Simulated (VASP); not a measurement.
Wanted: the native input for a VASP 6.6.1 run.

* Task: single point
* Functional: r2SCAN
* Potentials or basis: VASP PAW PBE potentials, release 64 (Cs_sv, Br)
* Cutoff: 550 eV
* k mesh: 4 × 4 × 4
* Occupations: gaussian, width 0.01 eV
* Spin: no spin polarisation
* Dipole correction: no
* Further INCAR settings: ALGO = Normal; EDIFF = 1e-06; NBANDS = 15

Crystal: CsBr.

```xyz
2
Lattice="4.3196 0.0000 0.0000 0.0000 4.3196 0.0000 0.0000 0.0000 4.3196" Properties=species:S:1:pos:R:3 pbc="T T T"
Cs    0.0000    0.0000    0.0000
Br    2.1598    2.1598    2.1598
```

These files were run (other wordings do the same):

POSCAR

```
CsBr
1.0
    4.3196005093      0.0000000000      0.0000000000
    0.0000000000      4.3196005093      0.0000000000
    0.0000000000      0.0000000000      4.3196005093
Cs Br
1 1
Direct
    0.0000000000      0.0000000000      0.0000000000
    0.5000000000      0.5000000000      0.5000000000
```

INCAR.step1

```
SYSTEM = CsBr
PREC     = Accurate       ! precision mode
ENCUT    = 550            ! plane-wave cutoff, eV
ISMEAR   = 0              ! smearing method
SIGMA    = 0.01           ! smearing width, eV
LREAL    = .False.        ! projectors in reciprocal space
LASPH    = .True.         ! aspherical terms in the spheres
NELM     = 120            ! most SCF steps
NBANDS   = 15             ! bands
GGA      = PE             ! functional
ALGO     = Normal         ! electronic algorithm
EDIFF    = 1E-5           ! SCF threshold, eV
LWAVE    = .True.         ! write WAVECAR
LCHARG   = .False.        ! write CHGCAR
GGA_COMPAT= .False.
```

INCAR.step2

```
SYSTEM = CsBr
PREC     = Accurate       ! precision mode
ENCUT    = 550            ! plane-wave cutoff, eV
EDIFF    = 1E-6           ! SCF threshold, eV
ISMEAR   = 0              ! smearing method
SIGMA    = 0.01           ! smearing width, eV
LREAL    = .False.        ! projectors in reciprocal space
LASPH    = .True.         ! aspherical terms in the spheres
NELM     = 120            ! most SCF steps
ALGO     = Normal         ! electronic algorithm
ISIF     = 2              ! what is computed and relaxed
LWAVE    = .False.        ! write WAVECAR
LCHARG   = .False.        ! write CHGCAR
METAGGA  = R2SCAN         ! meta-GGA
LMIXTAU  = .True.       
NBANDS   = 15             ! bands
ISTART   = 1            
GGA_COMPAT= .False.
```

KPOINTS

```
Automatic mesh
0
Gamma
  4 4 4
  0 0 0
```

Potentials or basis: VASP PAW PBE potentials, release 64 (Cs_sv, Br).

Run with:

```sh
$ cat potpaw_PBE.64/Cs_sv/POTCAR potpaw_PBE.64/Br/POTCAR > POTCAR
$ cp INCAR.step1 INCAR
$ mpirun -np 1 vasp_std > vasp.out
$ cp INCAR.step2 INCAR
$ mpirun -np 1 vasp_std > vasp.out
```

Results of the run:

| Item | Value |
| --- | --- |
| Pressure | 0.1 GPa |
| Band gap on the k mesh | 5.18 eV |

Caveat: the PAW data sets were made with another functional, which shifts forces and pressure a little; spin-orbit coupling is left out, which moves the levels of the heavy elements.

Run time: 48 s on 1 thread of Intel(R) Xeon(R) Platinum 8259CL CPU @ 2.50GHz (Skylake/Cascade Lake) (shared host), peak memory 0.22 GiB.
